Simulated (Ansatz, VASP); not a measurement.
# NaH in VASP and in Ansatz

Contents of INCAR:

```
SYSTEM = NaH
PREC = Accurate
ENCUT = 520
EDIFF = 1E-6
ISMEAR = -1
SIGMA = 0.03
LREAL = .FALSE.
LASPH = .TRUE.
NELM = 60
ALGO = Normal
ISIF = 2
LWAVE = .FALSE.
LCHARG = .FALSE.
GGA = PE
NBANDS = 11
```

KPOINTS

```
Automatic mesh
0
G
  9 9 9
  0 0 0
```

File POSCAR:

```
NaH
1.0
    0.0000000000      2.4400000000      2.4400000000
    2.4400000000      0.0000000000      2.4400000000
    2.4400000000      2.4400000000      0.0000000000
Na H
1 1
Direct
    0.0000000000      0.0000000000      0.0000000000
    0.5000000000      0.5000000000      0.5000000000
```

Input for Ansatz:

```yaml
crystal:
  lattice:
    - [0.0, 2.44, 2.44]
    - [2.44, 0.0, 2.44]
    - [2.44, 2.44, 0.0]
  atoms:
    - { symbol: Na, position: [0.0, 0.0, 0.0] }
    - { symbol: H, position: [0.5, 0.5, 0.5] }
kpoints:
  mp_grid: { grid: [9, 9, 9] }
  band_path:
    path:
      - [0.0, 0.0, 0.0]
      - [0.5, 0.0, 0.5]
      - [0.625, 0.25, 0.625]
      - [0.375, 0.375, 0.75]
      - [0.0, 0.0, 0.0]
      - [0.5, 0.5, 0.5]
      - [0.5, 0.25, 0.75]
      - [0.5, 0.0, 0.5]
    npoints: 5
scf:
  occupations: { method: fermi_dirac, width: 0.03 }
hamiltonian:
  xc: pbe
  pseudopotentials:
    kind: all_electron
    lapw: { basis_error: 0.001 }
    relativity: none
output:
  forces: true
  stress: true
  eigenvalues: true
```

Alike in both runs: task single point; functional PBE; k mesh 9 × 9 × 9; occupations fermi-dirac, width 0.03 eV; no spin polarisation.

|  | VASP | Ansatz |
| --- | --- | --- |
| version | VASP 6.6.1 | Ansatz 0.2.0 |
| potentials or method | VASP PAW PBE potentials, release 64 (Na_pv, H), cutoff 520 eV | all-electron LAPW, non-relativistic |

|  | VASP | Ansatz | Ansatz less VASP |
| --- | --- | --- | --- |
| gap on the k mesh at the Fermi level (eV) | 4.01 | 4.02 | +0.012 |
| pressure (GPa) | -0.7 | -0.6 | +0.08 |

Ansatz ran all-electron here, and VASP with PAW potentials.
